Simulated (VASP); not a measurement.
Input of a VASP 6.6.1 run:

Contents of INCAR:

```
SYSTEM = Sm3H2
ALGO = Normal ; EDIFF = 1E-7
EDIFFG = -0.04 ; ENCUT = 500
GGA = PE ; GGA_COMPAT = .FALSE.
IBRION = 2 ; ISIF = 3
ISMEAR = 0 ; LASPH = .TRUE.
LCHARG = .FALSE. ; LMAXMIX = 6
LREAL = .FALSE. ; LWAVE = .FALSE.
NELM = 200 ; NELMIN = 4
NSW = 90 ; PREC = Accurate
SIGMA = 0.1
```

File KPOINTS:

```
k-points
0
G
  4 4 4
  0 0 0
```

POSCAR

```
Sm3H2
1.0
    4.7916395300      0.0000000000      0.0000000000
    0.0000000000      4.7916395300      0.0000000000
    0.0000000000      0.0000000000      4.7916395300
Sm H
3 2
Direct
    0.0000000000      0.5000000000      0.5000000000
    0.5000000000      0.0000000000      0.5000000000
    0.5000000000      0.5000000000      0.0000000000
    0.5000000000      0.5000000000      0.5000000000
    0.0000000000      0.0000000000      0.0000000000
```

Potentials or basis: VASP PAW PBE potentials, release 64 (Sm_3, H), 4f in core.

The run is started by

```console
$ cat potpaw_PBE.64/Sm_3/POTCAR potpaw_PBE.64/H/POTCAR > POTCAR
$ mpirun -np 1 vasp_std > vasp.out
```

Problem. Predict the space group after relaxing (to 0.1 Å).

Solution. Pm-3m (No. 221).

Problem. What does it give for the relaxed volume?

Solution. 22.42 Å³/atom.

Problem. Estimate the relaxed cell.

Solution. a = 4.822 Å, b = 4.822 Å, c = 4.822 Å, α = 90.00°, β = 90.00°, γ = 90.00°.

Problem. What does it give for the band gap on the k mesh?

Solution. Zero (an odd number of electrons rules out a gap without spin polarisation).

Final structure:
```
CELL_PARAMETERS angstrom
4.82189 0.00000 0.00000
0.00000 4.82189 0.00000
0.00000 0.00000 4.82189
ATOMIC_POSITIONS crystal
Sm 0.00000 0.50000 0.50000
Sm 0.50000 0.00000 0.50000
Sm 0.50000 0.50000 0.00000
H 0.50000 0.50000 0.50000
H 0.00000 0.00000 0.00000
```

Caveat: spin-orbit coupling is left out, which moves the levels of the heavy elements; the 4f electrons are frozen in the core, so they carry no moment and show no levels. Spin polarisation is off, so any magnetic state and its effect on volume and gap are missing.
